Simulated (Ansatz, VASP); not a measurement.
## One calculation of PbF2, two programs

```
Pb F
1.0
     0.02227    2.96985    2.96985
     2.99212    0.00000    2.99212
     2.96985    2.96985    0.02227
Pb F
1 2
Direct
  0.00000 0.00000 0.00000
  0.25000 0.25000 0.25000
  0.75000 0.75000 0.75000
```

Change from the starting cell: strain +0.0150 x Voigt [0, 0, 0, 0, 1, 0], atoms carried along.

Alike in both runs: task single point; functional PBE; k mesh 8 × 8 × 8; occupations gaussian, width 0.05 eV; no spin polarisation.

|  | VASP | Ansatz |
| --- | --- | --- |
| version | VASP 6.6.1 | Ansatz 0.2.0 |
| potentials or method | VASP PAW PBE potentials, release 64 (Pb_d, F), cutoff 520 eV | scalar-relativistic, plane waves, PAW |
| valence electrons in the cell | 28 | 28 |

VASP gave:

| Item | Value |
| --- | --- |
| gap on the k mesh at the Fermi level (eV) | 4.42 |
| least direct gap on the mesh (eV) | 4.56 |
| pressure (GPa) | 2.0 |
| traceless stress, the component that is largest in VASP (GPa) | -0.49 |
| rms of the force components (eV/Å) | 0.020 |

Question: Estimate Ansatz's values.

Answer: gap on the k mesh at the Fermi level (eV): 4.42; least direct gap on the mesh (eV): 4.56; pressure (GPa): 2.2; traceless stress, the component that is largest in VASP (GPa): -0.48; rms of the force components (eV/Å): 0.020.

Atom by atom the forces differ by 0.000 eV/Å (rms over components).

Spin-orbit coupling is off throughout.
